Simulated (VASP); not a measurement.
Input of a VASP 6.6.1 run:

The input INCAR:

```
SYSTEM = Sr
  ALGO = Normal
  EDIFF = 1E-6
  ENCUT = 520
  GGA = RP
  ISIF = 2
  ISMEAR = -1
  ISYM = 0
  LASPH = .TRUE.
  LCHARG = .TRUE.
  LELF = .TRUE.
  LREAL = .FALSE.
  LVHAR = .TRUE.
  LWAVE = .FALSE.
  NBANDS = 17
  NELM = 100
  PREC = Accurate
  SIGMA = 0.1
```

Contents of KPOINTS:

```
k-points
0
G
  9 9 6
  0 0 0
```

Contents of POSCAR:

```
Sr
1.0
   -3.8212048924      3.8224862479      2.0572107328
    3.8224862479     -3.8212048924      2.0572107328
    3.8220064441      3.8220064441     -2.0548639278
Sr
2
Direct
    0.0000652337      0.9999347663      0.0000000000
    0.7499347663      0.2500652337      0.5000000000
```

Potentials or basis: VASP PAW PBE potentials, release 64 (Sr_sv).

Command:

```console
$ cat potpaw_PBE.64/Sr_sv/POTCAR > POTCAR
$ mpirun -np 1 vasp_std > vasp.out
```

(1) Estimate the pressure.

(2) What does it give for the band gap on the k mesh?

## Answers

(1) 0.0 GPa.

(2) zero (bands 10 and 11 overlap by 0.67 eV).

Caveat: the PAW data sets were made with another functional, which shifts forces and pressure a little.
